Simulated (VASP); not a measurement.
# TaPb2 (I4/mmm) in VASP: a series of runs

The runs below take TaPb2 through single point, relaxation of cell and atoms, with PBE.

Program: VASP 6.6.1. These are calculated values, not measurements. Logs are shortened: lines on timing, memory, paths and dates and some standing lists are left out, and cuts for length are marked.

**1. The cell of the first run**

It takes space group I4/mmm (No. 139, tetragonal). Conventional cell: a = 3.781 Å, b = 3.781 Å, c = 9.910 Å, α = 90.00°, β = 90.00°, γ = 90.00°. Within 4.1 Å of Ta (site symmetry 4/mmm) lie 10 Pb at 3.09 to 3.40 Å and 4 Ta at 3.78 Å. Pb (site symmetry 4mm) has 5 Ta at 3.09 to 3.40 Å and 9 Pb at 3.11 to 3.78 Å within 4.1 Å.

**2. Single point, PBE**

INCAR reads:

```
SYSTEM = TaPb2
PREC     = Accurate       ! precision mode
ENCUT    = 520            ! plane-wave cutoff, eV
EDIFF    = 1E-6           ! SCF threshold, eV
ISMEAR   = 0              ! smearing method
SIGMA    = 0.1            ! smearing width, eV
LREAL    = .FALSE.        ! projectors in reciprocal space
LASPH    = .TRUE.         ! aspherical terms in the spheres
NELM     = 80             ! most SCF steps
ALGO     = Normal         ! electronic algorithm
ISIF     = 2              ! what is computed and relaxed
LWAVE    = .FALSE.        ! write WAVECAR
LCHARG   = .TRUE.         ! write CHGCAR
GGA      = PE             ! functional
LELF     = .TRUE.         ! ELF
LVHAR    = .TRUE.       
NBANDS   = 26             ! bands
```

KPOINTS reads:

```
Automatic mesh
0
G
  6 6 6
  0 0 0
```

POSCAR reads:

```
TaPb2
1.0
   -1.8903291934      1.8903291934      4.9550040806
    1.8903291934     -1.8903291934      4.9550040806
    1.8903291934      1.8903291934     -4.9550040806
Ta Pb
1 2
Direct
    0.0000000000      0.0000000000      0.0000000000
    0.6567714760      0.6567714760      0.0000000000
    0.3432285240      0.3432285240      0.0000000000
```

Potentials or basis: VASP PAW PBE potentials, release 64 (Ta_pv, Pb_d).

Launch:

```console
$ cat potpaw_PBE.64/Ta_pv/POTCAR potpaw_PBE.64/Pb_d/POTCAR > POTCAR
$ mpirun -np 1 vasp_std > vasp.out
```

OUTCAR:

```text
SYSTEM = TaPb2
   PREC = Accurate
   ENCUT = 520
   EDIFF = 1E-6
   ISMEAR = 0
   LREAL = .FALSE.
   LASPH = .TRUE.
   NELM = 80
   ISIF = 2
   GGA = PE

 ion  position               nearest neighbor table
   1  0.000  0.000  0.000-   2 3.09   2 3.09   2 3.09   3 3.09   2 3.09   3 3.09   3 3.09   3 3.09
                             2 3.40   3 3.40
   2  0.657  0.657  0.000-   1 3.09   1 3.09   1 3.09   1 3.09   3 3.11   3 3.25   3 3.25   3 3.25
                             3 3.25   1 3.40
   3  0.343  0.343  0.000-   1 3.09   1 3.09   1 3.09   1 3.09   2 3.11   2 3.25   2 3.25   2 3.25
                             2 3.25   1 3.40

  LATTYP: Found a body centered tetragonal cell.
 ALAT       =     3.7806583868
 C/A-ratio  =     2.6212387228

  Lattice vectors:

 A1 = (  -1.8903291934,   1.8903291934,   4.9550040806)
 A2 = (   1.8903291934,  -1.8903291934,   4.9550040806)
 A3 = (   1.8903291934,   1.8903291934,  -4.9550040806)

Analysis of symmetry for initial positions (statically):
=====================================================================
 Subroutine PRICEL returns:
 Original cell was already a primitive cell.

 Routine SETGRP: Setting up the symmetry group for a
 body centered tetragonal supercell.

 Subroutine GETGRP returns: Found 16 space group operations
 (whereof 16 operations were pure point group operations)
 out of a pool of 16 trial point group operations.

The static configuration has the point symmetry D_4h.

Analysis of symmetry for dynamics (positions and initial velocities):
=====================================================================
 Subroutine PRICEL returns:
 Original cell was already a primitive cell.

 Routine SETGRP: Setting up the symmetry group for a
 body centered tetragonal supercell.

 Subroutine GETGRP returns: Found 16 space group operations
 (whereof 16 operations were pure point group operations)
 out of a pool of 16 trial point group operations.

The dynamic configuration has the point symmetry D_4h.

 Subroutine INISYM returns: Found 16 space group operations
 (whereof 16 operations are pure point group operations),
 and found     1 'primitive' translations

----------------------------------------------------------------------------------------

                                     Primitive cell

  volume of cell :      70.8237

[... 87 lines left out ...]
   LASPH  =      T    aspherical Exc in radial PAW
   ENCUT  =  520.0 eV  38.22 Ry    6.18 a.u.  10.47 10.47 10.47*2*pi/ulx,y,z
   NELM   =     80;   NELMIN=  2; NELMDL= -5     # of ELM steps
   EDIFF  = 0.1E-05   stopping-criterion for ELM
   LREAL  =      F    real-space projection
   EDIFFG = 0.1E-04   stopping-criterion for IOM
   NSW    =      0    number of steps for IOM
   IBRION =     -1    ionic relax: 0-MD 1-quasi-New 2-CG
   NFREE  =      0    steps in history (QN), initial steepest desc. (CG)
   ISIF   =      2    stress and relaxation
   ISYM   =      2    0-nonsym 1-usesym 2-fastsym
   POTIM  = 0.5000    time-step for ionic-motion
   TEBEG  =    0.0;   TEEND  =   0.0 temperature during run
   PSTRESS=    0.0 pullay stress
   NELECT =      39.0000    total number of electrons
   NUPDOWN=      -1.0000    fix difference up-down
   EMIN   =  10.00;   EMAX   =-10.00  energy-range for DOS
   EFERMI =   0.00;   METHOD = LEGACY
   ISMEAR =     0;   SIGMA  =   0.10  broadening in eV -4-tet -1-fermi 0-gaus
   EFERMI_NEDOS =   21; number of points for ismear=-14 and -15
   IALGO  =     38    algorithm
   IMIX   =      4    mixing-type and parameters
     AMIX     =   0.40;   BMIX     =  1.00
     AMIX_MAG =   1.60;   BMIX_MAG =  1.00
  volume/ion in A,a.u.               =      23.61       159.31
  Fermi-wavevector in a.u.,A,eV,Ry     =   1.341848  2.535726 24.498061  1.800557
  Thomas-Fermi vector in A             =   2.470049
   LORBIT       =      0    0 simple, 1 ext, 2 COOP (PROOUT), +10 PAW based schemes
   GGA     = PE    functional components
   LHFCALC =     F    Hartree Fock is set to
   AEXX    =    0.0000 exact exchange contribution
   IVDW    =     0    specifies the selected vdW correction
   LEPSILON=     F    determine dielectric tensor
   LRPA    =     F    only Hartree local field effects (RPA)
 non-spin polarized calculation
 Gauss-broadening in eV      SIGMA  =   0.10
  energy-cutoff  :      520.00
  volume of cell :       70.82
 maximum number of plane-waves:      1924
 NGX is ok and might be reduce to    42
   NGX = 21   NGY = 21   NGZ = 21

 number of electron      39.0000002 magnetization

 Free energy of the ion-electron system (eV)
  ---------------------------------------------------
  ext. energy  EPLUGINS =         0.00000000
  ---------------------------------------------------
  free energy    TOTEN  =       -17.16232351 eV

  energy without entropy =      -17.15557108  energy(sigma->0) =      -17.15894729

 E-fermi :   7.9248     XC(G=0): -11.3918

 val. band max:        7.8830945124   @ k =   0.5000   0.1667   0.0000
 cond. band min:       7.9780290212   @ k =   0.1667   0.1667  -0.0000
 fundamental gap:      0.0949345088
 Fermi energy:         7.9247841228

 k-point     1 :       0.0000    0.0000    0.0000
  band No.  band energies     occupation
      1     -27.0501      2.00000
      2     -26.9222      2.00000
      3     -26.9222      2.00000
      4      -8.7963      2.00000
      5      -8.7426      2.00000
      6      -8.7419      2.00000
[... 685 lines left out ...]
     25      13.2026      0.00000
     26      14.3310      0.00000

 [... further k-points ...]

------------------------ aborting loop because EDIFF is reached ----------------------------------------

  FORCE on cell =-STRESS in cart. coord.  units (eV):
  Direction    XX          YY          ZZ          XY          YZ          ZX
  --------------------------------------------------------------------------------------
  -------------------------------------------------------------------------------------
  Total       -0.0044757     -0.0044757      0.0361372      0.0000000      0.0000000      0.0000000
  in kB       -0.1012488     -0.1012488      0.8174977      0.0000000      0.0000000      0.0000000
  external PRESSURE =       0.2050000 kB  Pullay stress =       0.0000000 kB

 VOLUME and BASIS-vectors are now :
 -----------------------------------------------------------------------------
  energy-cutoff  :      520.00
  volume of cell :       70.82
      direct lattice vectors                 reciprocal lattice vectors
    -1.890329193  1.890329193  4.955004081     0.000000000  0.264504194  0.100908090
     1.890329193 -1.890329193  4.955004081     0.264504194  0.000000000  0.100908090
     1.890329193  1.890329193 -4.955004081     0.264504194  0.264504194  0.000000000

 POSITION                                       TOTAL-FORCE (eV/Angst)
 -----------------------------------------------------------------------------------
      0.00000      0.00000      0.00000         0.000000      0.000000      0.000000
      0.00000      0.00000      6.50861         0.000000      0.000000     -0.001850
      0.00000      0.00000      3.40140        -0.000000     -0.000000      0.001850
 -----------------------------------------------------------------------------------
    total drift:                                0.000000      0.000000     -0.000000

  FREE ENERGIE OF THE ION-ELECTRON SYSTEM (eV)
  ---------------------------------------------------
  free  energy   TOTEN  =       -17.1623235088 eV

  energy  without entropy=      -17.1555710812  energy(sigma->0) =      -17.15894729
```

OSZICAR:

```text
N       E                     dE             d eps       ncg     rms          rms(c)
DAV:   1     0.426082233817E+03    0.42608E+03   -0.19871E+04  1560   0.180E+03
DAV:   2     0.132492773421E+02   -0.41283E+03   -0.40619E+03  1566   0.474E+02
DAV:   3    -0.170086739848E+02   -0.30258E+02   -0.29841E+02  2054   0.153E+02
DAV:   4    -0.180208403398E+02   -0.10122E+01   -0.10090E+01  1918   0.284E+01
DAV:   5    -0.180571179768E+02   -0.36278E-01   -0.36272E-01  2254   0.552E+00    0.853E+00
DAV:   6    -0.172562670996E+02    0.80085E+00   -0.42625E+00  1764   0.830E+00    0.266E+00
DAV:   7    -0.171803936712E+02    0.75873E-01   -0.40885E-01  1804   0.487E+00    0.176E+00
DAV:   8    -0.171630629154E+02    0.17331E-01   -0.77130E-02  1962   0.241E+00    0.324E-01
DAV:   9    -0.171623341274E+02    0.72879E-03   -0.76822E-03  1954   0.948E-01    0.732E-02
DAV:  10    -0.171623183021E+02    0.15825E-04   -0.82104E-04  2182   0.207E-01    0.454E-02
DAV:  11    -0.171623218720E+02   -0.35699E-05   -0.70809E-05  1852   0.478E-02    0.131E-02
DAV:  12    -0.171623241235E+02   -0.22515E-05   -0.59114E-06  1734   0.177E-02    0.242E-03
DAV:  13    -0.171623235088E+02    0.61466E-06   -0.43026E-07   946   0.767E-03
   1 F= -.17162324E+02 E0= -.17158947E+02  d E =-.675243E-02
```

Wall time 90 s (1 thread of Intel Xeon 6975P-C (Granite Rapids), shared host); peak memory 0.27 GiB.

What came out:

* Free energy: -17.1623 eV
* Pressure: 0.0 GPa
* Band gap on the k mesh: zero (an odd number of electrons rules out a gap without spin polarisation)

Levels at points of the mesh, in eV from the Fermi level:
| k point | band 15 | band 16 | band 17 | band 18 | band 19 | band 20 | band 21 | band 22 | band 23 | band 24 |
| --- | --- | --- | --- | --- | --- | --- | --- | --- | --- | --- |
| (0.00, 0.00, 0.00) | -5.98 | -4.34 | -1.13 | -0.93 | -0.93 | 1.28 | 2.10 | 2.55 | 3.43 | 3.43 |
| (0.50, 0.00, 0.00) | -8.43 | -4.28 | -3.34 | -0.84 | -0.78 | 0.94 | 1.80 | 2.18 | 2.64 | 4.14 |
| (0.50, 0.50, 0.00) | -6.57 | -3.91 | -3.76 | -2.51 | -1.55 | -0.89 | 1.56 | 2.34 | 2.44 | 2.63 |
| (0.50, 0.50, 0.50) | -9.66 | -1.15 | -0.41 | 0.29 | 0.29 | 0.38 | 0.38 | 0.73 | 1.28 | 3.10 |

Caveat: spin-orbit coupling is left out, which moves the levels of the heavy elements.

(Continued in part 2 of 2.)
